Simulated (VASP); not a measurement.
A run of VASP 6.6.1:

File INCAR:

```
PREC = Accurate
ENCUT = 520
EDIFF = 1E-7
ISMEAR = 0
SIGMA = 0.023
LREAL = F
LASPH = T
NELM = 60
ALGO = Normal
ISIF = 2
LWAVE = F
LCHARG = F
GGA = PE
NBANDS = 18
```

File KPOINTS:

```
Automatic mesh
0
Gamma
  8 8 5
```

The input POSCAR:

```
PtSe2
1.0
    3.7240000000      0.0000000000      0.0000000000
   -1.8620000000      3.2250786037      0.0000000000
    0.0000000000      0.0000000000      5.0620000000
Pt Se
1 2
Direct
    0.0000000000      0.0000000000      0.0000000000
    0.6666666667      0.3333333333      0.7500000000
    0.3333333333      0.6666666667      0.2500000000
```

Potentials or basis: VASP PAW PBE potentials, release 64 (Pt, Se).

The run is started by

```bash
$ cat potpaw_PBE.64/Pt/POTCAR potpaw_PBE.64/Se/POTCAR > POTCAR
$ mpirun -np 1 vasp_std > vasp.out
```

Hardware: 1 thread of Intel(R) Xeon(R) Platinum 8259CL CPU @ 2.50GHz (Skylake/Cascade Lake), on a shared host.

Q: How long does it take, and how much memory?

A: Wall time 56 s on 1 thread of Intel(R) Xeon(R) Platinum 8259CL CPU @ 2.50GHz (Skylake/Cascade Lake), on a shared host, peak memory 0.2 GiB. Counts: scf iterations 14, k points 40.
